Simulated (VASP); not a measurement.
Write the native input for VASP 6.6.1 that does the following.

```yaml
Task: single point
Functional: r2SCAN
Potentials_or_basis: VASP PAW PBE potentials, release 64 (Sr_sv, O)
Cutoff: 520 eV
k_mesh: 8 × 8 × 8
Occupations: gaussian, width 0.05 eV
Spin: no spin polarisation
Dipole_correction: no
Further_INCAR_settings: ALGO = Normal; EDIFF = 1e-06; NBANDS = 15
```

Crystal: SrO.

```
Sr O
1.0
     0.01927    2.56980    2.56980
     2.56980    0.01927    2.56980
     2.58907    2.58907    0.00000
Sr O
1 1
Direct
  0.00000 0.00000 0.00000
  0.50000 0.50000 0.50000
```

This cell differs from its parent crystal: strain +0.0150 x Voigt [0, 0, 0, 0, 0, 1].

The input as run:

POSCAR

```
SrO
1.0
    0.0192735000      2.5698000000      2.5698000000
    2.5698000000      0.0192735000      2.5698000000
    2.5890735000      2.5890735000      0.0000000000
Sr O
1 1
Direct
    0.0000000000      0.0000000000      0.0000000000
    0.5000000000      0.5000000000      0.5000000000
```

INCAR.step1

```
  PREC = Accurate
  ENCUT = 520
  ISMEAR = 0
  SIGMA = 0.05
  LREAL = False
  LASPH = True
  NELM = 100
  NBANDS = 15
  GGA = PE
  ALGO = Normal
  EDIFF = 1E-4
  LWAVE = True
  LCHARG = False
```

INCAR.step2

```
  PREC = Accurate
  ENCUT = 520
  EDIFF = 1E-6
  ISMEAR = 0
  SIGMA = 0.05
  LREAL = False
  LASPH = True
  NELM = 100
  ALGO = Normal
  ISIF = 2
  LWAVE = False
  LCHARG = True
  METAGGA = R2SCAN
  LMIXTAU = True
  LELF = True
  LVHAR = True
  NBANDS = 15
  ISTART = 1
```

KPOINTS

```
regular mesh
0
Gamma
  8 8 8
```

Potentials or basis: VASP PAW PBE potentials, release 64 (Sr_sv, O).

Run with:

```console
$ cat potpaw_PBE.64/Sr_sv/POTCAR potpaw_PBE.64/O/POTCAR > POTCAR
$ cp INCAR.step1 INCAR
$ mpirun -np 1 vasp_std > vasp.out
$ cp INCAR.step2 INCAR
$ mpirun -np 1 vasp_std > vasp.out
```

It gave:

```yaml
Pressure: 1.7 GPa
Band_gap_on_the_k_mesh: 3.72 eV (least direct gap 3.81 eV)
```

Caveat: the cell differs from its parent crystal (strain +0.0150 x Voigt [0, 0, 0, 0, 0, 1]); the PAW data sets were made with another functional, which shifts forces and pressure a little.

Run time: 2 min on 1 thread of AMD EPYC 9R45 96-Core Processor (Zen 5), with other jobs on the host, peak memory 0.17 GiB.
